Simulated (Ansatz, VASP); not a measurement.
**NaI: VASP beside Ansatz**

```xyz
4
Lattice="4.7723 0.0000 -0.4772 0.0000 4.1019 0.0000 -0.6774 0.0000 6.7738" Properties=species:S:1:pos:R:3 pbc="T T T"
Na    1.0237    2.0509    1.5741
Na    3.0711    2.0509    4.7225
I     0.6851    0.0000    4.9604
I     3.4098    0.0000    1.3361
```

Change from the starting cell: engineering shear strain xz -0.2000, normal strain along z +0.0000.

Alike in both runs: task single point; functional PBE; dispersion D3(BJ); k mesh 6 × 8 × 4; occupations gaussian, width 0.05 eV; no spin polarisation.

```csv
,VASP,Ansatz
version,VASP 6.6.1,Ansatz 0.2.0
potentials or method,"VASP PAW PBE potentials, release 64 (Na_pv, I), cutoff 520 eV","scalar-relativistic, plane waves, PAW"
valence electrons in the cell,28,52
```

```tsv
	VASP	Ansatz	Ansatz less VASP
gap on the k mesh at the Fermi level (eV)	1.68	1.68	+0.002
least direct gap on the mesh (eV)	1.92	1.92	+0.002
pressure (GPa)	0.6	0.6	-0.01
traceless stress, the component that is largest in VASP (GPa)	3.54	3.54	+0.004
```

VASP's potentials hold 28 valence electrons a cell and Ansatz's 52, so a difference there can come from the potentials and not from the codes.

Neither program's run includes spin-orbit coupling.
